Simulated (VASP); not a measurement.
Write the native input for VASP 6.6.1 that does the following.

* Task: single point
* Functional: PBE
* Potentials or basis: VASP PAW PBE potentials, release 64 (Na_pv, H)
* Cutoff: 520 eV
* k mesh: 10 × 10 × 10
* Occupations: fermi-dirac, width 0.02 eV
* Spin: no spin polarisation
* Dipole correction: no
* Further INCAR settings: ALGO = Normal; EDIFF = 1e-06; NBANDS = 11

The structure of NaH lies in POSCAR:

```
NaH
1.0
    0.0599378072      2.3975122873      2.3975122873
    2.3975122873      0.0599378072      2.3975122873
    2.4574500944      2.4574500944     -0.0000000001
Na H
1 1
Direct
    0.0000000000      0.0000000000      0.0000000000
    0.5000000000      0.5000000000      0.5000000000
```

This cell differs from its parent crystal: shear xy strain +5.0%.

The input as run:

INCAR

```
PREC = Accurate
ENCUT = 520
EDIFF = 1E-6
ISMEAR = -1
SIGMA = 0.02
LREAL = F
LASPH = T
NELM = 100
ALGO = Normal
ISIF = 2
LWAVE = F
LCHARG = F
GGA = PE
NBANDS = 11
```

KPOINTS

```
Automatic mesh
0
Gamma
  10 10 10
```

Potentials or basis: VASP PAW PBE potentials, release 64 (Na_pv, H).

Run with:

```console
$ cat potpaw_PBE.64/Na_pv/POTCAR potpaw_PBE.64/H/POTCAR > POTCAR
$ mpirun -np 1 vasp_std > vasp.out
```

Results of the run:

```
Pressure               : 0.5 GPa
Band gap on the k mesh : 3.66 eV (least direct gap 4.62 eV)
```

Caveat: the cell differs from its parent crystal (shear xy strain +5.0%); the structure was generated, so it needn't be the stable form of NaH.

It took 46 s on 1 thread of Intel(R) Xeon(R) Platinum 8259CL CPU @ 2.50GHz (Skylake/Cascade Lake), with other jobs on the host, peak memory 0.18 GiB.
